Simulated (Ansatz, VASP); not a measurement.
## Ca8CO: VASP beside Ansatz

Contents of INCAR:

```
SYSTEM = Ca8CO
PREC = Accurate
ENCUT = 520
EDIFF = 1E-6
ISMEAR = 0
SIGMA = 0.1
LREAL = .False.
LASPH = .True.
NELM = 60
ALGO = Normal
ISIF = 2
LWAVE = .False.
LCHARG = .False.
LDIPOL = .True.
IDIPOL = 3
DIPOL = 0.5 0.5 0.287
GGA = PE
NBANDS = 56
```

Contents of KPOINTS:

```
Automatic mesh
0
Gamma
  4 4 1
  0 0 0
```

File POSCAR:

```
Ca8CO
1.0
    7.8132359319      0.0000000000      0.0000000000
    0.0000000000      7.8132359319      0.0000000000
    0.0000000000      0.0000000000     20.6093934330
Ca C O
8 1 1
Direct
    0.2500000000      0.2500000000      0.1940862555
    0.2500000000      0.7500000000      0.1940862555
    0.7500000000      0.2500000000      0.1940862555
    0.7500000000      0.7500000000      0.1940862555
    0.0000000000      0.0000000000      0.3206981057
    0.0000000000      0.5000000000      0.3206981057
    0.5000000000      0.0000000000      0.3206981057
    0.5000000000      0.5000000000      0.3206981057
    0.1662318909      0.7500000000      0.4060960581
    0.3337681091      0.7500000000      0.4060960581
```

Input for Ansatz:

```yaml
crystal:
  lattice:
    - [7.8132359319, 0.0, 0.0]
    - [0.0, 7.8132359319, 0.0]
    - [0.0, 0.0, 20.609393433]
  atoms:
    - { symbol: Ca, position: [0.25, 0.25, 0.1940862555] }
    - { symbol: Ca, position: [0.25, 0.75, 0.1940862555] }
    - { symbol: Ca, position: [0.75, 0.25, 0.1940862555] }
    - { symbol: Ca, position: [0.75, 0.75, 0.1940862555] }
    - { symbol: Ca, position: [0.0, 0.0, 0.3206981057] }
    - { symbol: Ca, position: [0.0, 0.5, 0.3206981057] }
    - { symbol: Ca, position: [0.5, 0.0, 0.3206981057] }
    - { symbol: Ca, position: [0.5, 0.5, 0.3206981057] }
    - { symbol: C, position: [0.1662318909, 0.75, 0.4060960581] }
    - { symbol: O, position: [0.3337681091, 0.75, 0.4060960581] }
basis:
  ecutwfc: 420
kpoints:
  mp_grid: { grid: [4, 4, 1] }
hamiltonian:
  xc: pbe
scf:
  occupations: { method: gaussian, width: 0.1 }
output:
  forces: true
  eigenvalues: true
efield:
  axis: 3
  dipole_correction: true
  ramp_width: 0.04
```

Alike in both runs: task single point; functional PBE; k mesh 4 × 4 × 1; occupations gaussian, width 0.1 eV; no spin polarisation.

```csv
,VASP,Ansatz
version,VASP 6.6.1,Ansatz 0.2.0
potentials or method,"VASP PAW PBE potentials, release 64 (Ca_sv, C, O), cutoff 520 eV","scalar-relativistic, plane waves, PAW"
valence electrons in the cell,90,90
```

```csv
,VASP,Ansatz,Ansatz less VASP
gap on the k mesh at the Fermi level (eV),none,none,-
rms of the force components (eV/Å),1.108,1.189,+0.0810
```

Atom by atom the forces differ by 0.083 eV/Å (rms over components). A gap of «none» marks a metal or a gap that the smearing closes.
